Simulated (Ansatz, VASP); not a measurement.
Given: the input of a run of Ansatz 0.2.0 on TaN.

File input.yaml:

```yaml
crystal:
  lattice:
    - [0.0, 2.4574755378, 2.4574755378]
    - [2.4574755378, 0.0, 2.4574755378]
    - [2.4574755378, 2.4574755378, 0.0]
  atoms:
    - { symbol: Ta, position: [0.0, 0.0, 0.0] }
    - { symbol: "N", position: [0.25, 0.25, 0.25] }
hamiltonian:
  xc: pbe
  pseudopotentials: { kind: paw, source: jth }
kpoints:
  mp_grid: { grid: [9, 9, 9] }
scf:
  occupations: { method: fermi_dirac, width: 0.05 }
output:
  forces: true
  stress: true
  eigenvalues: true
```

Potentials or basis: JTH PAW.

The run is started by

```sh
$ ansatz run input.yaml --threads 2 --pin off --max-ram 5632MiB --backend cpu --events-out ev --progress --plain --runs-dir out
```

Set up the same calculation for VASP 6.6.1. Potentials there: VASP PAW PBE potentials, release 64 (Ta_pv, N).

As run (the cutoff follows the program's own potentials):

INCAR

```
PREC = Accurate
ENCUT = 520
EDIFF = 1E-7
ISMEAR = -1
SIGMA = 0.05
LREAL = F
LASPH = T
NELM = 80
ALGO = Normal
ISIF = 2
LWAVE = F
LCHARG = T
GGA = PE
LELF = T
LVHAR = T
NBANDS = 15
```

The input KPOINTS:

```
Automatic mesh
0
Gamma
  9 9 9
```

Contents of POSCAR:

```
TaN
1.0
    0.0000000000      2.4574755378      2.4574755378
    2.4574755378      0.0000000000      2.4574755378
    2.4574755378      2.4574755378      0.0000000000
Ta N
1 1
Direct
    0.0000000000      0.0000000000      0.0000000000
    0.2500000000      0.2500000000      0.2500000000
```

Potentials or basis: VASP PAW PBE potentials, release 64 (Ta_pv, N).

The run is started by

```sh
$ cat potpaw_PBE.64/Ta_pv/POTCAR potpaw_PBE.64/N/POTCAR > POTCAR
$ mpirun -np 1 vasp_std > vasp.out
```

Both were run:

|  | VASP | Ansatz | Ansatz less VASP |
| --- | --- | --- | --- |
| gap on the k mesh at the Fermi level (eV) | none | none | - |
| pressure (GPa) | -19.4 | -19.6 | -0.17 |

A gap of «none» marks a metal or a gap that the smearing closes. VASP's potentials hold 16 valence electrons a cell and Ansatz's 18, so a difference there can come from the potentials and not from the codes.

Neither program's run includes spin-orbit coupling.
